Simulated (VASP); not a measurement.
# Zn (I4_1/amd) in VASP: a series of runs

Zn is run at these levels: PBE; tasks: single point.

Program: VASP 6.6.1. These are calculated values, not measurements. Logs are shortened: lines on timing, memory, paths and dates and some standing lists are left out, and cuts for length are marked.

**1. The cell of the first run**

It takes space group I4_1/amd (No. 141, tetragonal). Conventional cell: a = 5.108 Å, b = 5.108 Å, c = 2.525 Å, α = 90.00°, β = 90.00°, γ = 90.00°. Zn (site symmetry -4m2) has 10 Zn at 2.53 to 3.18 Å within 3.3 Å.

**2. Single point, PBE (volume scaled by 0.95)**

INCAR reads:

```
SYSTEM = Zn
  PREC = Accurate
  ENCUT = 520
  EDIFF = 1E-6
  ISMEAR = -1
  SIGMA = 0.1
  LREAL = .FALSE.
  LASPH = .TRUE.
  NELM = 60
  ALGO = Normal
  ISIF = 2
  LWAVE = .FALSE.
  LCHARG = .TRUE.
  GGA = PE
  LELF = .TRUE.
  LVHAR = .TRUE.
  NBANDS = 19
```

KPOINTS reads:

```
regular mesh
0
G
  16 16 16
  0 0 0
```

POSCAR reads:

```
Zn
1.0
   -2.5538097430      2.5538097430      1.2625415394
    2.5538097430     -2.5538097430      1.2625415394
    2.5538097430      2.5538097430     -1.2625415394
Zn
2
Direct
   -0.3750000000     -0.1250000000     -0.2500000000
    0.3750000000      0.1250000000      0.2500000000
```

Potentials or basis: VASP PAW PBE potentials, release 64 (Zn).

Launch:

```console
$ cat potpaw_PBE.64/Zn/POTCAR > POTCAR
$ mpirun -np 1 vasp_std > vasp.out
```

OUTCAR:

```text
SYSTEM = Zn
   PREC = Accurate
   ENCUT = 520
   EDIFF = 1E-6
   ISMEAR = -1
   LREAL = .FALSE.
   LASPH = .TRUE.
   NELM = 60
   ISIF = 2
   GGA = PE

 ion  position               nearest neighbor table
   1  0.625  0.875  0.750-   2 2.63   2 2.63   2 2.63   2 2.63
   2  0.375  0.125  0.250-   1 2.63   1 2.63   1 2.63   1 2.63

  LATTYP: Found a body centered tetragonal cell.
 ALAT       =     5.1076194860
 C/A-ratio  =     0.4943757235

  Lattice vectors:

 A1 = (  -2.5538097430,   2.5538097430,   1.2625415394)
 A2 = (   2.5538097430,  -2.5538097430,   1.2625415394)
 A3 = (   2.5538097430,   2.5538097430,  -1.2625415394)

Analysis of symmetry for initial positions (statically):
=====================================================================
 Subroutine PRICEL returns:
 Original cell was already a primitive cell.

 Routine SETGRP: Setting up the symmetry group for a
 body centered tetragonal supercell.

 Subroutine GETGRP returns: Found 16 space group operations
 (whereof  4 operations were pure point group operations)
 out of a pool of 16 trial point group operations.

The static configuration has the point symmetry C_2h.
 The point group associated with its full space group is D_4h.

Analysis of symmetry for dynamics (positions and initial velocities):
=====================================================================
 Subroutine PRICEL returns:
 Original cell was already a primitive cell.

 Routine SETGRP: Setting up the symmetry group for a
 body centered tetragonal supercell.

 Subroutine GETGRP returns: Found 16 space group operations
 (whereof  4 operations were pure point group operations)
 out of a pool of 16 trial point group operations.

The dynamic configuration has the point symmetry C_2h.
 The point group associated with its full space group is D_4h.

 Subroutine INISYM returns: Found 16 space group operations
 (whereof  4 operations are pure point group operations),
 and found     1 'primitive' translations

----------------------------------------------------------------------------------------

                                     Primitive cell

  volume of cell :      32.9369

  direct lattice vectors                    reciprocal lattice vectors
    -2.553809743  2.553809743  1.262541539     0.000000000  0.195785924  0.396026574
[... 81 lines left out ...]
   LNONCOLLINEAR =      F non collinear calculations
   LSORBIT =      F    spin-orbit coupling
   LASPH  =      T    aspherical Exc in radial PAW
   ENCUT  =  520.0 eV  38.22 Ry    6.18 a.u.   7.11  7.11  7.11*2*pi/ulx,y,z
   NELM   =     60;   NELMIN=  2; NELMDL= -5     # of ELM steps
   EDIFF  = 0.1E-05   stopping-criterion for ELM
   LREAL  =      F    real-space projection
   EDIFFG = 0.1E-04   stopping-criterion for IOM
   NSW    =      0    number of steps for IOM
   IBRION =     -1    ionic relax: 0-MD 1-quasi-New 2-CG
   NFREE  =      0    steps in history (QN), initial steepest desc. (CG)
   ISIF   =      2    stress and relaxation
   ISYM   =      2    0-nonsym 1-usesym 2-fastsym
   POTIM  = 0.5000    time-step for ionic-motion
   TEBEG  =    0.0;   TEEND  =   0.0 temperature during run
   PSTRESS=    0.0 pullay stress
   NELECT =      24.0000    total number of electrons
   NUPDOWN=      -1.0000    fix difference up-down
   EMIN   =  10.00;   EMAX   =-10.00  energy-range for DOS
   EFERMI =   0.00;   METHOD = LEGACY
   ISMEAR =    -1;   SIGMA  =   0.10  broadening in eV -4-tet -1-fermi 0-gaus
   EFERMI_NEDOS =   21; number of points for ismear=-14 and -15
   IALGO  =     38    algorithm
   IMIX   =      4    mixing-type and parameters
     AMIX     =   0.40;   BMIX     =  1.00
     AMIX_MAG =   1.60;   BMIX_MAG =  1.00
  volume/ion in A,a.u.               =      16.47       111.13
  Fermi-wavevector in a.u.,A,eV,Ry     =   1.473164  2.783876 29.527515  2.170211
  Thomas-Fermi vector in A             =   2.588090
   LORBIT       =      0    0 simple, 1 ext, 2 COOP (PROOUT), +10 PAW based schemes
   GGA     = PE    functional components
   LHFCALC =     F    Hartree Fock is set to
   AEXX    =    0.0000 exact exchange contribution
   IVDW    =     0    specifies the selected vdW correction
   LEPSILON=     F    determine dielectric tensor
   LRPA    =     F    only Hartree local field effects (RPA)
 non-spin polarized calculation
  energy-cutoff  :      520.00
  volume of cell :       32.94
 maximum number of plane-waves:       908
   NGX = 15   NGY = 15   NGZ = 15

 number of electron      23.9999958 magnetization

 Free energy of the ion-electron system (eV)
  ---------------------------------------------------
  ext. energy  EPLUGINS =         0.00000000
  ---------------------------------------------------
  free energy    TOTEN  =        -1.84786281 eV

  energy without entropy =       -1.82588581  energy(sigma->0) =       -1.83687431

 E-fermi :   2.4536     XC(G=0): -11.0924

 val. band max:        2.4514208876   @ k =   0.2500   0.2500   0.1875
 cond. band min:       2.4542329070   @ k =  -0.1875   0.3750   0.1250
 fundamental gap:      0.0028120194
 Fermi energy:         2.4536482117

 k-point     1 :       0.0000    0.0000    0.0000
  band No.  band energies     occupation
      1      -7.2518      2.00000
      2      -5.6189      2.00000
      3      -5.6022      2.00000
      4      -5.5639      2.00000
      5      -5.4881      2.00000
      6      -4.5636      2.00000
[... 505 lines left out ...]
      6      -4.5672      2.00000
[... 11 lines left out ...]
     18      18.8227      0.00000
     19      20.1107      0.00000

 [... further k-points ...]

------------------------ aborting loop because EDIFF is reached ----------------------------------------

  FORCE on cell =-STRESS in cart. coord.  units (eV):
  Direction    XX          YY          ZZ          XY          YZ          ZX
  --------------------------------------------------------------------------------------
  -------------------------------------------------------------------------------------
  Total        0.6583461      0.6583461      0.6912476      0.0000000     -0.0000000      0.0000000
  in kB       32.0244826     32.0244826     33.6249355      0.0000000     -0.0000000      0.0000000
  external PRESSURE =      32.5579669 kB  Pullay stress =       0.0000000 kB

 VOLUME and BASIS-vectors are now :
 -----------------------------------------------------------------------------
  energy-cutoff  :      520.00
  volume of cell :       32.94
      direct lattice vectors                 reciprocal lattice vectors
    -2.553809743  2.553809743  1.262541539     0.000000000  0.195785924  0.396026574
     2.553809743 -2.553809743  1.262541539     0.195785924  0.000000000  0.396026574
     2.553809743  2.553809743 -1.262541539     0.195785924  0.195785924  0.000000000

 POSITION                                       TOTAL-FORCE (eV/Angst)
 -----------------------------------------------------------------------------------
      2.55381      1.27690      0.94691         0.000000     -0.000000      0.000000
      0.00000      1.27690      0.31564        -0.000000      0.000000     -0.000000
 -----------------------------------------------------------------------------------
    total drift:                                0.000000      0.000000      0.000000

  FREE ENERGIE OF THE ION-ELECTRON SYSTEM (eV)
  ---------------------------------------------------
  free  energy   TOTEN  =        -1.8478628135 eV

  energy  without entropy=       -1.8258858108  energy(sigma->0) =       -1.83687431
```

OSZICAR:

```text
N       E                     dE             d eps       ncg     rms          rms(c)
DAV:   1     0.113817574368E+03    0.11382E+03   -0.12284E+04 13646   0.194E+03
DAV:   2     0.333891251433E+01   -0.11048E+03   -0.10692E+03 13324   0.294E+02
DAV:   3    -0.199354629998E+01   -0.53325E+01   -0.53133E+01 14907   0.705E+01
DAV:   4    -0.202841394563E+01   -0.34868E-01   -0.34859E-01 14497   0.598E+00
DAV:   5    -0.202846207519E+01   -0.48130E-04   -0.48129E-04 14340   0.200E-01    0.350E+00
DAV:   6    -0.186074203311E+01    0.16772E+00   -0.67735E-01 14717   0.166E+01    0.263E+00
DAV:   7    -0.185201391712E+01    0.87281E-02   -0.23693E-02 15583   0.251E+00    0.133E+00
DAV:   8    -0.184784477529E+01    0.41691E-02   -0.22714E-03 15226   0.567E-01    0.396E-02
DAV:   9    -0.184785813095E+01   -0.13356E-04   -0.22513E-04 16452   0.169E-01    0.351E-02
DAV:  10    -0.184786309220E+01   -0.49613E-05   -0.17256E-05 13946   0.370E-02    0.317E-03
DAV:  11    -0.184786281348E+01    0.27872E-06   -0.26420E-07  7738   0.950E-03
   1 F= -.18478628E+01 E0= -.18368743E+01  d E =-.219770E-01
```

stdout:

```text
POSCAR found type information on POSCAR Zn
 POSCAR found :  1 types and       2 ions
 scaLAPACK will be used
 LDA part: xc-table for (Slater+PW92), standard interpolation
 POSCAR, INCAR and KPOINTS ok, starting setup
 FFT: planning ... GRIDC
 FFT: planning ... GRID_SOFT
 FFT: planning ... GRID
 WAVECAR not read
 entering main loop
```

Run time: 4.7 min. Hardware: 1 thread of AMD EPYC 9R45, shared host; peak memory 0.26 GiB.

What came out:

- Free energy: -1.8479 eV
- Pressure: 3.3 GPa
- Band gap on the k mesh: zero (band 12 reaches 6.71 eV, above the bottom of band 13 at -0.55 eV)

**3. Single point, PBE (volume scaled by 0.95)**

INCAR reads:

```
  PREC = Accurate
  ENCUT = 520
  EDIFF = 1E-6
  ISMEAR = -1
  SIGMA = 0.1
  LREAL = F
  LASPH = T
  NELM = 80
  ALGO = Normal
  ISIF = 2
  LWAVE = F
  LCHARG = T
  GGA = PE
  LELF = T
  LVHAR = T
  NBANDS = 19
```

KPOINTS reads:

```
regular mesh
0
Gamma
  16 16 16
```

POSCAR is that of step 2.

Potentials or basis: VASP PAW PBE potentials, release 64 (Zn).

Launch:

```console
$ cat potpaw_PBE.64/Zn/POTCAR > POTCAR
$ mpirun -np 1 vasp_std > vasp.out
```

Wall time 3.9 min (1 thread of AMD EPYC 9R45, shared host); peak memory 0.26 GiB.

It converged, with:

| Quantity | Value |
| --- | --- |
| Free energy | -1.8479 eV |
| Pressure | 3.3 GPa |
| Band gap on the k mesh | zero (band 12 reaches 6.71 eV, above the bottom of band 13 at -0.55 eV) |

Stress tensor (GPa, compression positive):
```
3.20 0.00 0.00
0.00 3.20 0.00
0.00 0.00 3.36
```

Levels at points of the mesh, in eV from the Fermi level:
```
           k point  band 9  band 10  band 11  band 12  band 13  band 14  band 15  band 16
(0.00, 0.00, 0.00)   -7.01    -6.91    -6.69     1.27     1.27     2.89     6.18    12.77
(0.50, 0.00, 0.00)   -6.87    -6.70    -2.09    -1.10     2.50     3.72     4.56     6.72
(0.50, 0.50, 0.00)   -6.94    -6.94    -6.22    -6.22     4.98     4.98     6.73     6.73
(0.50, 0.50, 0.50)   -6.99    -6.99    -3.22    -3.22    -3.00    -3.00    14.83    14.83
```
